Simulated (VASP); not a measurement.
Write the native input for VASP 6.6.1 that does the following.

| Item | Value |
| --- | --- |
| Task | single point |
| Functional | PBE |
| Potentials or basis | VASP PAW PBE potentials, release 64 (Lu, Si) |
| Cutoff | 520 eV |
| k mesh | 5 × 5 × 5 |
| Occupations | gaussian, width 0.1 eV |
| Spin | no spin polarisation |
| Dipole correction | no |
| Further INCAR settings | ALGO = Normal; EDIFF = 1e-06; NBANDS = 48 |

The structure of Lu3Si lies in POSCAR:

```
Lu3Si
1.0
    4.5414190000      0.0000000000      0.0000000000
    0.0000000000      4.5414190000      0.0000000000
    0.0000000000      0.0000000000      4.5414190000
Lu Si
3 1
Direct
    0.0000000000      0.5000000000      0.5000000000
    0.5000000000      0.0000000000      0.5000000000
    0.5000000000      0.5000000000      0.0000000000
    0.0000000000      0.0000000000      0.0000000000
```

The input as run:

INCAR

```
SYSTEM = Lu3Si
  PREC = Accurate
  ENCUT = 520
  EDIFF = 1E-6
  ISMEAR = 0
  SIGMA = 0.1
  LREAL = .FALSE.
  LASPH = .TRUE.
  NELM = 100
  ALGO = Normal
  ISIF = 2
  LWAVE = .FALSE.
  LCHARG = .FALSE.
  GGA = PE
  NBANDS = 48
```

KPOINTS

```
regular mesh
0
G
  5 5 5
  0 0 0
```

Potentials or basis: VASP PAW PBE potentials, release 64 (Lu, Si).

Run with:

```bash
$ cat potpaw_PBE.64/Lu/POTCAR potpaw_PBE.64/Si/POTCAR > POTCAR
$ mpirun -np 1 vasp_std > vasp.out
```

Results of the run:

```yaml
Pressure: -0.4 GPa
```

It took 20 s on 1 thread of Intel(R) Xeon(R) 6975P-C (Granite Rapids), on a shared host, peak memory 0.22 GiB.
